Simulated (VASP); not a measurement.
A run of VASP 6.6.1 is set up as follows.

The input INCAR:

```
  ALGO = Normal
  EDIFF = 1E-6
  EDIFFG = -0.002
  ENCUT = 600
  GGA = PS
  IBRION = 2
  ISIF = 3
  ISMEAR = 0
  LASPH = T
  LCHARG = F
  LREAL = F
  LWAVE = F
  NELM = 80
  NSW = 100
  PREC = Accurate
  PSTRESS = 100.0
  SIGMA = 0.01
```

File KPOINTS:

```
k-points
0
Gamma
  8 8 8
```

POSCAR

```
NaF
1.0
    2.3150961496      2.3150961496      0.0000000000
   -2.3150961496      2.3150961496      0.0000000000
    0.0000000000      2.3150961496      2.3150961496
Na F
1 1
Direct
    0.0000000000      0.0000000000      0.0000000000
    0.5000000000      0.5000000000      0.0000000000
```

Potentials or basis: VASP PAW PBE potentials, release 64 (Na_pv, F).

Run with:

```console
$ cat potpaw_PBE.64/Na_pv/POTCAR potpaw_PBE.64/F/POTCAR > POTCAR
$ mpirun -np 1 vasp_std > vasp.out
```

(1) What does it give for the relaxed cell?

(2) Estimate the space group after relaxing (to 0.1 Å).

(3) What does it give for the band gap on the k mesh?

Results:

(1) a = 3.117 Å, b = 3.117 Å, c = 3.117 Å, α = 60.00°, β = 60.00°, γ = 90.00°.

(2) Fm-3m (No. 225).

(3) 7.02 eV.

Caveat: the cell is relaxed towards a set pressure, so the run minimises the enthalpy, not the energy.
